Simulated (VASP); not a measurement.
Cu3Pd, 4 atoms in the cell. The structure is tetragonal, space group P4/mmm (No. 123). The conventional cell has a = 3.796 Å, b = 3.796 Å, c = 3.722 Å, α = 90.00°, β = 90.00°, γ = 90.00°. Within 3.5 Å of Cu (site symmetry mmm) lie 8 Cu at 2.66 to 2.68 Å and 4 Pd at 2.66 Å. Within 3.5 Å of Cu (site symmetry 4/mmm) lie 8 Cu at 2.66 Å and 4 Pd at 2.68 Å. Pd (site symmetry 4/mmm) has 12 Cu at 2.66 to 2.68 Å within 3.5 Å.  This cell differs from its parent crystal: equal xx and yy strain of +2 %.

| Quantity | Value |
| --- | --- |
| Program | VASP 6.6.1 |
| Task | electric field gradients |
| Functional | PBEsol |
| Potentials or basis | VASP PAW PBE potentials, release 64 (Cu, Pd) |
| Cutoff | 520 eV |
| k mesh | 9 × 9 × 9 |
| Occupations | fermi-dirac, width 0.05 eV |
| Spin | no spin polarisation |
| Dipole correction | no |
| Further INCAR settings | ALGO = Normal; EDIFF = 1e-08; NBANDS = 30 |

Potentials or basis: VASP PAW PBE potentials, release 64 (Cu, Pd).

The run is started by

```sh
$ cat potpaw_PBE.64/Cu/POTCAR potpaw_PBE.64/Pd/POTCAR > POTCAR
$ mpirun -np 1 vasp_std > vasp.out
```

Hardware: 1 thread of Intel(R) Xeon(R) Platinum 8488C (Sapphire Rapids), with other jobs on the host.

**Question.** Estimate the wall time of this run.

**Answer.** Wall time 100 s on 1 thread of Intel(R) Xeon(R) Platinum 8488C (Sapphire Rapids), with other jobs on the host, peak memory 0.23 GiB. Counts: scf iterations 19, k points 75.
